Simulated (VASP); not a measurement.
Runs of VASP 6.6.1 on TiB2. The structure is that of space group P6/mmm (No. 191), or close to it. The cells are those of the table. 

| cell | gap on the mesh (eV) | pressure (GPa) |
| --- | --- | --- |
| a = 2.967, b = 2.967, c = 3.162 Å, angles 90.0, 90.0, 120.0°, 3 atoms | none | 18.4 |
| a = 3.049, b = 3.049, c = 3.250 Å, angles 90.0, 90.0, 120.0°, 3 atoms | none | -4.4 |
| a = 3.069, b = 3.069, c = 3.271 Å, angles 90.0, 90.0, 120.0°, 3 atoms | none | -8.8 |
| a = 3.029, b = 3.029, c = 3.228 Å, angles 90.0, 90.0, 120.0°, 3 atoms | none | (a) |
| a = 3.089, b = 3.089, c = 3.292 Å, angles 90.0, 90.0, 120.0°, 3 atoms | none | -12.9 |
| a = 2.988, b = 2.988, c = 3.185 Å, angles 90.0, 90.0, 120.0°, 3 atoms | none | (b) |
| a = 3.009, b = 3.009, c = 3.207 Å, angles 90.0, 90.0, 120.0°, 3 atoms | none | 5.9 |

Alike in all rows: task single point; level PBE; potentials or basis VASP PAW PBE potentials, release 64 (Ti_sv, B); no spin polarisation; k mesh 11 × 11 × 9; cutoff (eV) 520; smearing fermi-dirac 0.1 eV.

Task: Fill in the values left out.

Result: (a) 0.5; (b) 11.8.

A gap of «none» marks levels without a gap at the run's occupations.
